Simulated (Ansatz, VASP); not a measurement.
## Two plane-wave programs on NbCu

```xyz
2
Lattice="0.0000 2.5622 2.5622 2.5622 0.0000 2.5622 2.5622 2.5622 0.0000" Properties=species:S:1:pos:R:3 pbc="T T T"
Nb    0.0000    0.0000    0.0000
Cu    2.5622    2.5622    2.5622
```

Alike in both runs: task relaxation of cell and atoms; functional BLYP; k mesh 9 × 9 × 9; occupations fermi-dirac, width 0.05 eV; no spin polarisation.

```csv
,VASP,Ansatz
version,VASP 6.6.1,Ansatz 0.2.0
potentials or method,"VASP PAW PBE potentials, release 64 (Nb_sv, Cu)",Ansatz PAW
plane-wave cutoff (eV),600,420
valence electrons in the cell,24,32
```

Ansatz gave:

* gap on the k mesh at the Fermi level, each at its own relaxed structure (eV): none
* relaxed volume (Å³/atom): 17.59
* relaxed cell length with the largest relative difference (Å): 3.678

Problem. What did VASP give for the same quantities?

Solution. gap on the k mesh at the Fermi level, each at its own relaxed structure (eV): none; relaxed volume (Å³/atom): 17.63; relaxed cell length with the largest relative difference (Å): 3.681.

VASP's potentials were made for PBE, not for BLYP. A gap of «none» marks a metal or a gap that the smearing closes. VASP's potentials hold 24 valence electrons a cell and Ansatz's 32, so a difference there can come from the potentials and not from the codes.

Noted on Ansatz's run: the plane-wave basis is chosen anew once the cell has moved, so the energies of steps on either side of that aren't comparable.
